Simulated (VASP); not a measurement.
# InRuS3 (R3m) in VASP: further runs, part 2 of 2

VASP 6.6.1. Earlier steps stand in the parts before.

## Step 4: Relaxation of cell and atoms, PBE, collinear spin, ferromagnetic start

This run uses another cell than the first one, of 18.30 Å³/atom, 0.888 times its volume.

Input file INCAR:

```
SYSTEM = InRuS3
ALGO = Normal
EDIFF = 1E-6
EDIFFG = -0.04
ENCUT = 600
GGA = PE
IBRION = 2
ISIF = 3
ISMEAR = 0
ISPIN = 2
LASPH = .True.
LCHARG = .False.
LMAXMIX = 4
LORBIT = 11
LREAL = .False.
LWAVE = .False.
MAGMOM = 0 1 0 0 0
NELM = 150
NSW = 90
PREC = Accurate
SIGMA = 0.1
```

Input file KPOINTS:

```
k-points
0
Gamma
  4 4 4
  0 0 0
```

Input file POSCAR:

```
InRuS3
1.0
    3.1862982200      1.8396101400      2.6016016000
   -3.1862982200      1.8396101400      2.6016016000
    0.0000000000     -3.6792202700      2.6016016000
In Ru S
1 1 3
Direct
    0.4730335000      0.4730335000      0.4730335000
    0.9730335000      0.9730335000      0.9730335000
    0.0000000000      0.5000000000      0.0000000000
    0.5000000000      0.0000000000      0.0000000000
    0.0000000000      0.0000000000      0.5000000000
```

Potentials or basis: VASP PAW PBE potentials, release 64 (In_d, Ru_pv, S).

The run is started by

```bash
cat potpaw_PBE.64/In_d/POTCAR potpaw_PBE.64/Ru_pv/POTCAR potpaw_PBE.64/S/POTCAR > POTCAR
mpirun -np 1 vasp_std > vasp.out
```

OUTCAR:

```text
SYSTEM = InRuS3
   EDIFF = 1E-6
   EDIFFG = -0.04
   ENCUT = 600
   GGA = PE
   IBRION = 2
   ISIF = 3
   ISMEAR = 0
   ISPIN = 2
   LASPH = .True.
   LORBIT = 11
   LREAL = .False.
   NELM = 150
   NSW = 90
   PREC = Accurate

 ion  position               nearest neighbor table
   1  0.473  0.473  0.473-   3 3.02   4 3.02   5 3.02   5 3.19   5 3.19   4 3.19   3 3.19   3 3.19
                             4 3.19   4 3.36   3 3.36   5 3.36
   2  0.973  0.973  0.973-   5 2.14   4 2.14   3 2.14   5 2.38   4 2.38   3 2.38
   3  0.000  0.500  0.000-   2 2.14   2 2.38   1 3.02   1 3.19   1 3.19   1 3.36
   4  0.500  0.000  0.000-   2 2.14   2 2.38   1 3.02   1 3.19   1 3.19   1 3.36
   5  0.000  0.000  0.500-   2 2.14   2 2.38   1 3.02   1 3.19   1 3.19   1 3.36

  LATTYP: Found a simple cubic cell.
 ALAT       =     4.5061061571

  Lattice vectors:

 A1 = (   3.1862982200,   1.8396101400,   2.6016016000)
 A2 = (  -3.1862982200,   1.8396101400,   2.6016016000)
 A3 = (   0.0000000000,  -3.6792202700,   2.6016016000)

Analysis of symmetry for initial positions (statically):
=====================================================================
 Subroutine PRICEL returns:
[... 1112 lines left out ...]
  ---------------------------------------------------
  free  energy   TOTEN  =       -23.5436840040 eV

  energy  without entropy=      -23.5168827614  energy(sigma->0) =      -23.53028338

[... ionic steps 4 to 10 ...]

--------------------------------------- Ionic step       11  -------------------------------------------

 number of electron      45.0000002 magnetization       0.0000001

 number of electron      45.0000002 magnetization      -0.0000004
[... 77 lines left out ...]
--------------------------------------- Ionic step       13  -------------------------------------------

 number of electron      45.0000003 magnetization       0.0000000

 Free energy of the ion-electron system (eV)
  ---------------------------------------------------
  ext. energy  EPLUGINS =         0.00000000
  ---------------------------------------------------
  free energy    TOTEN  =       -24.01151210 eV

  energy without entropy =      -23.98588431  energy(sigma->0) =      -23.99869820

 E-fermi :   5.9438     XC(G=0): -10.2170

 val. band max:        5.9181548715   @ k =   0.5000   0.2500   0.0000
 cond. band min:       5.9824608098   @ k =   0.5000   0.5000   0.2500
 fundamental gap:      0.0643059384
 Fermi energy:         5.9437786124

 spin component 1

 k-point     1 :       0.0000    0.0000    0.0000
  band No.  band energies     occupation
      1     -37.2708      1.00000
      2     -37.2708      1.00000
      3     -37.0076      1.00000
      4      -8.3108      1.00000
      5      -8.0541      1.00000
      6      -8.0541      1.00000
[... 830 lines left out ...]
  FREE ENERGIE OF THE ION-ELECTRON SYSTEM (eV)
  ---------------------------------------------------
  free  energy   TOTEN  =       -24.0115121003 eV

  energy  without entropy=      -23.9858843060  energy(sigma->0) =      -23.99869820

 reached required accuracy - stopping structural energy minimisation

 total charge

# of ion       s       p       d       tot
------------------------------------------
    1        0.997   0.323   9.877  11.196
    2        0.326   6.257   6.019  12.602
    3        1.368   2.280   0.000   3.648
    4        1.368   2.280   0.000   3.648
    5        1.368   2.280   0.000   3.648
--------------------------------------------------
tot          5.427  13.420  15.895  34.743

 magnetization (x)

# of ion       s       p       d       tot
------------------------------------------
    1       -0.000   0.000  -0.000   0.000
    2       -0.000  -0.000   0.000  -0.000
    3       -0.000  -0.000   0.000  -0.000
    4       -0.000  -0.000   0.000  -0.000
    5       -0.000  -0.000   0.000  -0.000
--------------------------------------------------
tot         -0.000  -0.000  -0.000  -0.000
```

CONTCAR:

```text
InRuS3
   1.00000000000000
     3.3042150590392199    1.9076894592382518    2.7424967160332265
    -3.3042150590392199    1.9076894592382518    2.7424967160332265
    -0.0000000000000000   -3.8153789075709712    2.7424967156518423
  In              Ru              S
     1     1     3
Direct
     0.4461170589264434    0.4461170589264434    0.4461170589270720
     0.9502330969974191    0.9502330969974191    0.9502330969975201
     0.0310966884577994    0.4875234671594587    0.0310966884582281
     0.4875234671594588    0.0310966884577994    0.0310966884582281
     0.0310966884588787    0.0310966884588787    0.4875234671589508

  0.00000000E+00  0.00000000E+00  0.00000000E+00
  0.00000000E+00  0.00000000E+00  0.00000000E+00
  0.00000000E+00  0.00000000E+00  0.00000000E+00
  0.00000000E+00  0.00000000E+00  0.00000000E+00
  0.00000000E+00  0.00000000E+00  0.00000000E+00
```

Wall time 7.3 min (1 thread of Intel Xeon Platinum 8559C (Emerald Rapids), shared host); peak memory 0.29 GiB.

Results:

```yaml
Free_energy: -24.0115 eV
Relaxed_volume: 20.74 Å³/atom
Relaxed_cell: a = 4.699 Å, b = 4.699 Å, c = 4.699 Å, α = 89.37°, β = 89.37°, γ = 89.37°
Space_group_after_relaxing_to_0.05_Å: R3m (No. 160)
Energy_gained_by_relaxing: 204.1 meV/atom
Ionic_steps: 13
Pressure_after_relaxing: -0.1 GPa
Largest_force_after_relaxing: 0.040 eV/Å
Net_moment: 0.00 μB per cell
Valence_electrons_inside_the_program's_atomic_spheres: In 11.20; Ru 12.60; S 3.65
```

Forces in eV/Å, atoms in the order of the input:
```
In   0.000  0.000 -0.040
Ru   0.000  0.000  0.003
S   -0.016  0.009  0.012
S    0.016  0.009  0.012
S    0.000 -0.019  0.012
```

The path:
```
step  energy change (eV)  largest force (eV/Å)  pressure (GPa)  volume (Å³)
   1              0.0000                1.5756           14.19        91.50
   2             -0.2255                0.8746           -7.48       114.69
   3             -0.5526                0.4477           -0.55       103.28
   4             -0.5527                0.4479           -0.34       103.03
   5             -0.5979                0.6874           -0.25       102.82
   6             -0.7628                0.8816            0.05       102.20
   7             -0.9920                0.4287            1.19       100.94
   8             -0.9945                0.4166           -0.43       104.04
   9             -1.0066                0.3045            0.30       102.50
  10             -1.0197                0.0599            0.09       103.23
  11             -1.0202                0.0457            0.07       103.40
  12             -1.0204                0.0422           -0.06       103.60
  13             -1.0204                0.0399           -0.15       103.72
```

Final structure:
```
CELL_PARAMETERS angstrom
3.30422 1.90769 2.74250
-3.30422 1.90769 2.74250
0.00000 -3.81538 2.74250
ATOMIC_POSITIONS crystal
In 0.44612 0.44612 0.44612
Ru 0.95023 0.95023 0.95023
S 0.03110 0.48752 0.03110
S 0.48752 0.03110 0.03110
S 0.03110 0.03110 0.48752
```

Caveat: spin-orbit coupling is left out, which moves the levels of the heavy elements.

## Step 5: The runs side by side

| task | spin | cell | k mesh | cutoff (eV) | gap on the mesh (eV) | pressure (GPa) | moment (μB) | relaxed volume (Å³/atom) | largest force (eV/Å) |
| --- | --- | --- | --- | --- | --- | --- | --- | --- | --- |
| single point | collinear, ferromagnetic start | a = 4.688 Å, angles 89.9°, 5 atoms | 4 × 4 × 4 | 520 | none | -0.1 | 0.00 | - | 0.04 |
| relaxation of cell and atoms | off | relaxed from a = 4.688 Å, angles 89.9°, 5 atoms | 6 × 6 × 6 | 600 | none | 0.0 | - | 20.57 | 0.03 |
| relaxation of cell and atoms | collinear, ferromagnetic start | relaxed from a = 4.506 Å, 5 atoms | 4 × 4 × 4 | 600 | none | -0.1 | 0.00 | 20.74 | 0.04 |

Alike in all rows: level PBE; potentials or basis VASP PAW PBE potentials, release 64 (In_d, Ru_pv, S); smearing gaussian 0.1 eV.

Caveats: spin-orbit coupling is left out, which moves the levels of the heavy elements.

Absolute energies hang on the potentials; compare differences alone.
